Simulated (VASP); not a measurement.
# C (Fmmm) in VASP: a series of runs, part 2 of 2

VASP 6.6.1. The steps go on from the part before.

## Step 5: Single point, PBE+D3(BJ)

This run uses another cell than the first one, of 8.58 Å³/atom, 1.021 times its volume.

INCAR reads:

```
SYSTEM = C
  PREC = Accurate
  ENCUT = 520
  EDIFF = 1E-7
  ISMEAR = 0
  SIGMA = 0.03
  LREAL = .FALSE.
  LASPH = .TRUE.
  NELM = 80
  ALGO = Normal
  ISIF = 2
  LWAVE = .FALSE.
  LCHARG = .FALSE.
  GGA = PE
  IVDW = 12
  NBANDS = 11
```

KPOINTS reads:

```
Automatic mesh
0
G
  16 16 16
  0 0 0
```

POSCAR reads:

```
C
1.0
    0.0000000000      2.1052712824      3.3519790387
    1.2161276134      0.0000000000      3.3519790387
    1.2161276134      2.1052712824      0.0000000000
C
2
Direct
    0.1315530015      0.8684469985      0.1315530015
    0.8684469985      0.1315530015      0.8684469985
```

Command:

```console
> cat potpaw_PBE.64/C/POTCAR > POTCAR
> mpirun -np 1 vasp_std > vasp.out
```

Run time: 58 s. Hardware: 1 thread of Intel Xeon 6975P-C (Granite Rapids), shared host; peak memory 0.22 GiB.

Results (log left out):

- Free energy: -15.2979 eV
- Pressure: 72.9 GPa
- Largest force: 28.132 eV/Å
- Band gap on the k mesh: zero (band 4 reaches 6.82 eV, above the bottom of band 5 at 4.12 eV)
- Dispersion energy per atom: -0.157 eV

Forces on the atoms (eV/Å):
```
C     0.000  28.132   0.000
C     0.000 -28.132   0.000
```

Stress tensor (GPa, compression positive):
```
 15.33   0.00   0.00
  0.00 204.57   0.00
  0.00   0.00  -1.23
```

Levels at points of the mesh, in eV from the Fermi level:
```
           k point  band 1  band 2  band 3  band 4  band 5  band 6  band 7  band 8  band 9
(0.00, 0.00, 0.00)  -20.67   -7.80   -7.24    1.35    2.35    3.66   10.32   12.32   15.89
(0.50, 0.00, 0.00)  -16.24  -12.96   -7.02   -4.51    3.08    4.27   12.12   13.22   17.09
(0.50, 0.50, 0.00)  -20.39   -9.62   -7.17    1.30    2.29    9.28   10.16   12.35   16.27
(0.50, 0.00, 0.50)  -16.63  -13.73   -5.92   -1.86    0.50    8.16    9.54   11.31   18.38
(0.00, 0.50, 0.50)  -16.50  -13.50   -5.98   -2.92   -1.35    7.90   13.71   14.73   17.99
```

Caveat: pairwise dispersion overbinds metals, which lowers pressure and volume; forces of over 1 eV/Å act on the atoms, so gaps and moduli don't describe the material at rest.

## Step 6: Single point, PBE+D3(BJ)

This run uses another cell than the first one, of 8.58 Å³/atom, 1.021 times its volume.

INCAR reads:

```
ALGO = Normal ; EDIFF = 1E-6
ENCUT = 520 ; GGA = PE
ISIF = 2 ; ISMEAR = 0
IVDW = 12 ; LASPH = True
LCHARG = False ; LREAL = False
LWAVE = False ; NBANDS = 11
NELM = 100 ; PREC = Accurate
SIGMA = 0.03
```

KPOINTS reads:

```
k-points
0
Gamma
  16 16 16
```

POSCAR reads:

```
C
1.0
    0.0000000000      2.1052712824      3.3519790387
    1.2161276134      0.0000000000      3.3519790387
    1.2161276134      2.1052712824      0.0000000000
C
2
Direct
    0.1842684003      0.8157315997      0.1842684003
    0.8157315997      0.1842684003      0.8157315997
```

Potentials or basis: VASP PAW PBE potentials, release 64 (C).

Command:

```console
> cat potpaw_PBE.64/C/POTCAR > POTCAR
> mpirun -np 1 vasp_std > vasp.out
```

OUTCAR:

```text
EDIFF = 1E-6
   ENCUT = 520
   GGA = PE
   ISIF = 2
   ISMEAR = 0
   IVDW = 12
   LASPH = True
   LREAL = False
   NELM = 100
   PREC = Accurate
 IVDW          = 12

 ion  position               nearest neighbor table
   1  0.184  0.816  0.184-   2 1.34   2 1.34   2 1.55
   2  0.816  0.184  0.816-   1 1.34   1 1.34   1 1.55

  LATTYP: Found a face centered orthorhombic cell.
 ALAT       =     2.4322552268
 B/A-ratio  =     1.7311269469
 C/A-ratio  =     2.7562724518

  Lattice vectors:

 A1 = (   0.0000000000,   2.1052712824,   3.3519790387)
 A2 = (   1.2161276134,   0.0000000000,   3.3519790387)
 A3 = (   1.2161276134,   2.1052712824,   0.0000000000)

Analysis of symmetry for initial positions (statically):
=====================================================================
 Subroutine PRICEL returns:
 Original cell was already a primitive cell.

 Routine SETGRP: Setting up the symmetry group for a
 face centered orthorhombic supercell.

 Subroutine GETGRP returns: Found  8 space group operations
 (whereof  8 operations were pure point group operations)
[... 175 lines left out ...]
      2      -1.9802      2.00000
      3      -0.2621      2.00000
      4       4.4291      2.00000
      5       9.0855      0.00000
      6      10.5895      0.00000
      7      16.6562      0.00000
      8      16.9371      0.00000
      9      18.6080      0.00000
     10      27.7541      0.00000
     11      30.7076      0.00000
[... 309 lines left out ...]
 k-point    24 :      -0.0625    0.0625    0.0000
  band No.  band energies     occupation
      1     -14.7051      2.00000
      2      -1.5319      2.00000
      3      -1.1993      2.00000
      4       3.1721      2.00000
      5       9.5252      0.00000
      6      11.5482      0.00000
      7      15.3871      0.00000
      8      17.2811      0.00000
      9      19.3986      0.00000
     10      28.4117      0.00000
     11      29.0659      0.00000

 [... further k-points ...]

------------------------ aborting loop because EDIFF is reached ----------------------------------------

 Edisp (eV)   -0.31304

 E8    (eV) :    -0.0887

  FORCE on cell =-STRESS in cart. coord.  units (eV):
  Direction    XX          YY          ZZ          XY          YZ          ZX
  --------------------------------------------------------------------------------------
  -------------------------------------------------------------------------------------
  Total       5.68611     1.47663     0.02162     0.00000     0.00000     0.00000
  in kB     530.77156   137.83614     2.01832     0.00000     0.00000     0.00000
  external pressure =      223.54 kB  Pullay stress =        0.00 kB

 VOLUME and BASIS-vectors are now :
 -----------------------------------------------------------------------------
  energy-cutoff  :      520.00
  volume of cell :       17.16
      direct lattice vectors                 reciprocal lattice vectors
     0.000000000  2.105271282  3.351979039    -0.411141063  0.237499083  0.149165611
     1.216127613  0.000000000  3.351979039     0.411141063 -0.237499083  0.149165611
     1.216127613  2.105271282  0.000000000     0.411141063  0.237499083 -0.149165611

 POSITION                                       TOTAL-FORCE (eV/Angst)
 -----------------------------------------------------------------------------------
      1.21613      0.77587      3.35198         0.000000     -7.124711      0.000000
      1.21613      3.43467      3.35198         0.000000      7.124711      0.000000
 -----------------------------------------------------------------------------------
    total drift:                               -0.000000     -0.000000     -0.000000

  FREE ENERGIE OF THE ION-ELECTRON SYSTEM (eV)
  ---------------------------------------------------
  free  energy   TOTEN  =       -18.1324325369 eV

  energy  without entropy=      -18.1324301264  energy(sigma->0) =      -18.13243133
```

OSZICAR:

```text
N       E                     dE             d eps       ncg     rms          rms(c)
DAV:   1     0.207438301125E+01    0.20744E+01   -0.42345E+03 13993   0.654E+02
DAV:   2    -0.188250418615E+02   -0.20899E+02   -0.20188E+02 17959   0.124E+02
DAV:   3    -0.192631614345E+02   -0.43812E+00   -0.43738E+00 17088   0.146E+01
DAV:   4    -0.192647282624E+02   -0.15668E-02   -0.15667E-02 15676   0.108E+00
DAV:   5    -0.192647347665E+02   -0.65042E-05   -0.65041E-05 17474   0.640E-02    0.691E+00
DAV:   6    -0.181579161613E+02    0.11068E+01   -0.93829E-01 15630   0.584E+00    0.400E+00
DAV:   7    -0.178151437185E+02    0.34277E+00   -0.10317E+00 16070   0.618E+00    0.118E+00
DAV:   8    -0.178196723233E+02   -0.45286E-02   -0.27409E-02 15154   0.108E+00    0.140E-01
DAV:   9    -0.178193061093E+02    0.36621E-03   -0.90425E-04 16525   0.197E-01    0.639E-02
DAV:  10    -0.178193829177E+02   -0.76808E-04   -0.14628E-04 15450   0.880E-02    0.333E-02
DAV:  11    -0.178193884316E+02   -0.55139E-05   -0.10756E-05 16413   0.214E-02    0.366E-03
DAV:  12    -0.178193887237E+02   -0.29206E-06   -0.67218E-07 15371   0.646E-03
   1 F= -.18132433E+02 E0= -.18132431E+02  d E =-.241050E-05
```

stdout:

```text
POSCAR found type information on POSCAR C
 POSCAR found :  1 types and       2 ions
 scaLAPACK will be used
 LDA part: xc-table for (Slater+PW92), standard interpolation
 POSCAR, INCAR and KPOINTS ok, starting setup
 FFT: planning ... GRIDC
 FFT: planning ... GRID_SOFT
 FFT: planning ... GRID
 WAVECAR not read
 entering main loop
```

It took 51 s on 1 thread of Intel Xeon 6975P-C (Granite Rapids), shared host; peak memory 0.22 GiB.

What came out:

* Free energy: -18.1324 eV
* Pressure: 22.4 GPa
* Largest force: 7.125 eV/Å
* Band gap on the k mesh: 0.10 eV, direct
* Dispersion energy per atom: -0.157 eV

Forces on the atoms (eV/Å):
```
C    0.000 -7.125  0.000
C    0.000  7.125  0.000
```

Levels at points of the mesh, in eV from the valence-band top:
| k point | band 2 | band 3 | band 4 | band 5 | band 6 | band 7 |
| --- | --- | --- | --- | --- | --- | --- |
| (0.00, 0.00, 0.00) | -6.77 | -5.05 | -0.36 | 4.30 | 5.80 | 11.87 |
| (0.50, 0.00, 0.00) | -13.93 | -5.57 | -1.86 | 1.00 | 7.27 | 12.99 |
| (0.50, 0.50, 0.00) | -8.70 | -5.08 | -0.33 | 5.86 | 10.49 | 11.72 |
| (0.50, 0.00, 0.50) | -12.35 | -7.52 | -2.61 | 4.58 | 7.79 | 11.27 |
| (0.00, 0.50, 0.50) | -12.16 | -7.57 | -3.90 | 2.69 | 7.39 | 13.75 |

Caveat: forces of over 1 eV/Å act on the atoms, so gaps and moduli don't describe the material at rest.

## Step 7: Single point, PBE+D3(BJ)

This run uses another cell than the first one, of 8.58 Å³/atom, 1.021 times its volume.

INCAR reads:

```
PREC     = Accurate       # precision mode
ENCUT    = 520            # plane-wave cutoff, eV
EDIFF    = 1E-6           # SCF threshold, eV
ISMEAR   = 0              # smearing method
SIGMA    = 0.03           # smearing width, eV
LREAL    = False          # projectors in reciprocal space
LASPH    = True           # aspherical terms in the spheres
NELM     = 100            # most SCF steps
ALGO     = Normal         # electronic algorithm
ISIF     = 2              # what is computed and relaxed
LWAVE    = False          # write WAVECAR
LCHARG   = True           # write CHGCAR
GGA      = PE             # functional
IVDW     = 12             # dispersion correction
LELF     = True           # ELF
LVHAR    = True         
NBANDS   = 11             # bands
```

KPOINTS reads:

```
Automatic mesh
0
Gamma
  16 16 16
```

POSCAR reads:

```
C
1.0
    0.0000000000      2.1052712824      3.3519790387
    1.2161276134      0.0000000000      3.3519790387
    1.2161276134      2.1052712824      0.0000000000
C
2
Direct
    0.2018401999      0.7981598001      0.2018401999
    0.7981598001      0.2018401999      0.7981598001
```

Command:

```console
> cat potpaw_PBE.64/C/POTCAR > POTCAR
> mpirun -np 1 vasp_std > vasp.out
```

It took 56 s on 1 thread of Intel Xeon 6975P-C (Granite Rapids), shared host; peak memory 0.22 GiB.

The run converged. Its results:

| Property | Result |
| --- | --- |
| Free energy | -16.8870 eV |
| Pressure | 41.1 GPa |
| Largest force | 8.810 eV/Å |
| Band gap on the k mesh | zero (band 4 reaches 7.12 eV, above the bottom of band 5 at 4.80 eV) |
| Dispersion energy per atom | -0.159 eV |

Forces on the atoms (eV/Å):
```
C    0.000 -8.810  0.000
C    0.000  8.810  0.000
```

Stress tensor (GPa, compression positive):
```
96.18  0.00  0.00
 0.00 27.31  0.00
 0.00  0.00 -0.07
```

Levels at points of the mesh, in eV from the Fermi level:
| k point | band 2 | band 3 | band 4 | band 5 | band 6 | band 7 |
| --- | --- | --- | --- | --- | --- | --- |
| (0.00, 0.00, 0.00) | -7.45 | -7.36 | 1.84 | 2.85 | 4.04 | 12.00 |
| (0.50, 0.00, 0.00) | -14.86 | -4.93 | -1.99 | -0.09 | 4.95 | 12.73 |
| (0.50, 0.50, 0.00) | -9.23 | -7.48 | 1.96 | 2.91 | 9.90 | 12.30 |
| (0.50, 0.00, 0.50) | -12.16 | -9.28 | -3.88 | 6.02 | 7.18 | 10.91 |
| (0.00, 0.50, 0.50) | -11.97 | -9.32 | -5.06 | 3.73 | 6.79 | 12.74 |

Caveat: pairwise dispersion overbinds metals, which lowers pressure and volume; forces of over 1 eV/Å act on the atoms, so gaps and moduli don't describe the material at rest.
